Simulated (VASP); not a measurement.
Ta, 4 atoms in the cell. Symmetry: P6_3/mmc, No. 194, hexagonal system. Conventional cell: a = 4.620 Å, b = 4.620 Å, c = 4.715 Å, α = 90.00°, β = 90.00°, γ = 120.00°. Ta (site symmetry -6m2) has 5 Ta at 2.36 to 2.67 Å within 3.1 Å. Within 3.6 Å of Ta (site symmetry -6m2) lie 15 Ta at 2.67 to 3.56 Å. This isn't the form of Ta at room conditions, which is bcc.

| Property | Result |
| --- | --- |
| Program | VASP 6.6.1 |
| Task | single point |
| Functional | r2SCAN |
| Potentials or basis | VASP PAW PBE potentials, release 64 (Ta_pv) |
| Cutoff | 520 eV |
| k mesh | 6 × 6 × 2 |
| Occupations | gaussian, width 0.1 eV |
| Spin | no spin polarisation |
| Dipole correction | no |
| Further INCAR settings | ALGO = Normal; EDIFF = 1e-06; NBANDS = 30 |

Potentials or basis: VASP PAW PBE potentials, release 64 (Ta_pv).

The run is started by

```sh
$ cat potpaw_PBE.64/Ta_pv/POTCAR > POTCAR
$ cp INCAR.step1 INCAR
$ mpirun -np 1 vasp_std > vasp.out
$ cp INCAR.step2 INCAR
$ mpirun -np 1 vasp_std > vasp.out
```

Hardware: 1 thread of Intel(R) Xeon(R) Platinum 8259CL CPU @ 2.50GHz (Skylake/Cascade Lake), on a shared host.

Task: How long does it take, and how much memory?

Result: Run time: 110 s on 1 thread of Intel(R) Xeon(R) Platinum 8259CL CPU @ 2.50GHz (Skylake/Cascade Lake), with other jobs on the host, peak memory 0.22 GiB. Counts: k points 14.
